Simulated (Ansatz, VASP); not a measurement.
**Two plane-wave programs on In3O**

File INCAR:

```
ALGO = Normal ; EDIFF = 1E-6
ENCUT = 520 ; GGA = PE
ISIF = 2 ; ISMEAR = 0
ISPIN = 2 ; LASPH = True
LCHARG = False ; LORBIT = 11
LREAL = False ; LWAVE = False
MAGMOM = 0 0 0 1 ; NBANDS = 34
NELM = 150 ; PREC = Accurate
SIGMA = 0.1
```

File KPOINTS:

```
k-points
0
Gamma
  6 6 4
```

POSCAR

```
In3O
1.0
    5.2267381632      0.0000000000      0.0000000000
   -2.6133690816      4.5264880283      0.0000000000
    0.0000000000      0.0000000000      4.3761370944
In O
3 1
Direct
    0.3333333333      0.6666666667      0.0000000000
    0.6666666667      0.3333333333      0.0000000000
    0.0000000000      0.0000000000      0.5000000000
    0.0000000000      0.0000000000      0.0000000000
```

Input for Ansatz:

```yaml
crystal:
  lattice:
    - [5.2267381632, 0.0, 0.0]
    - [-2.6133690816, 4.5264880283, 0.0]
    - [0.0, 0.0, 4.3761370944]
  atoms:
    - { symbol: In, position: [0.3333333333, 0.6666666667, 0.0] }
    - { symbol: In, position: [0.6666666667, 0.3333333333, 0.0] }
    - { symbol: In, position: [0.0, 0.0, 0.5] }
    - { symbol: O, position: [0.0, 0.0, 0.0], spin: 1.0 }
basis:
  ecutwfc: 420
kpoints:
  mp_grid: { grid: [6, 6, 4] }
hamiltonian:
  xc: pbe
scf:
  occupations: { method: gaussian, width: 0.1 }
  lower_state_search: "off"
output:
  forces: true
  stress: true
  eigenvalues: true
  populations: true
magnetization:
  spin_polarized: true
```

Alike in both runs: task single point; functional PBE; k mesh 6 × 6 × 4; occupations gaussian, width 0.1 eV; collinear spin.

|  | VASP | Ansatz |
| --- | --- | --- |
| version | VASP 6.6.1 | Ansatz 0.2.0 |
| potentials or method | VASP PAW PBE potentials, release 64 (In_d, O), cutoff 520 eV | scalar-relativistic, plane waves, PAW |
| valence electrons in the cell | 45 | 45 |

```csv
,VASP,Ansatz,Ansatz less VASP
gap on the k mesh at the Fermi level (eV),none,none,-
pressure (GPa),0.1,0.1,-0.01
"traceless stress, the component that is largest in VASP (GPa)",-0.18,-0.32,-0.140
net moment per atom (μB),0.00,0.00,0.000
```

A gap of «none» marks a metal or a gap that the smearing closes. Ansatz's warnings: seeded moment not kept.
